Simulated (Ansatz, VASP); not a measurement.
## Two plane-wave programs on Ta

The input INCAR:

```
PREC = Accurate ; ENCUT = 600
EDIFF = 1E-7 ; ISMEAR = -1
SIGMA = 0.08 ; LREAL = F
LASPH = T ; NELM = 60
ALGO = Normal ; ISIF = 3
LWAVE = F ; LCHARG = F
GGA = PS ; IBRION = 2
NSW = 60 ; EDIFFG = -0.005
```

KPOINTS

```
Automatic mesh
0
Gamma
  17 17 17
```

The input POSCAR:

```
Ta
1.0
    0.0000000000      2.0686577528      2.0686577528
    2.0686577528      0.0000000000      2.0686577528
    2.0686577528      2.0686577528      0.0000000000
Ta
1
Direct
    0.0000000000      0.0000000000      0.0000000000
```

Input for Ansatz:

```yaml
crystal:
  lattice:
    - [0.0, 2.0686577528, 2.0686577528]
    - [2.0686577528, 0.0, 2.0686577528]
    - [2.0686577528, 2.0686577528, 0.0]
  atoms:
    - { symbol: Ta, position: [0.0, 0.0, 0.0] }
kpoints:
  mp_grid: { grid: [17, 17, 17] }
scf:
  occupations: { method: fermi_dirac, width: 0.08 }
hamiltonian:
  xc: pbesol
  pseudopotentials: { kind: paw }
output:
  forces: true
  stress: true
  write_density: true
  write_potential: true
  elf: true
  volumetric_format: npy
relax:
  f_tol: 0.005
  max_steps: 40
  cell: {}
```

Alike in both runs: task relaxation of cell and atoms; functional PBEsol; k mesh 17 × 17 × 17; occupations fermi-dirac, width 0.08 eV; no spin polarisation.

|  | VASP | Ansatz |
| --- | --- | --- |
| version | VASP 6.6.1 | Ansatz 0.2.0 |
| potentials or method | VASP PAW PBE potentials, release 64 (Ta_pv) | PAW with Ansatz's default frozen-core files, scalar-relativistic |
| plane-wave cutoff (eV) | 600 | 420 |
| valence electrons in the cell | 11 | 13 |

```csv
,VASP,Ansatz,Ansatz less VASP
relaxed volume (Å³/atom),18.22,18.21,-0.010
relaxed cell length with the largest relative difference (Å),2.954,2.953,-0.0005
```

VASP's potentials were made for PBE, not for PBEsol. VASP's potentials hold 11 valence electrons a cell and Ansatz's 13, so a difference there can come from the potentials and not from the codes.

Spin-orbit coupling is off throughout.
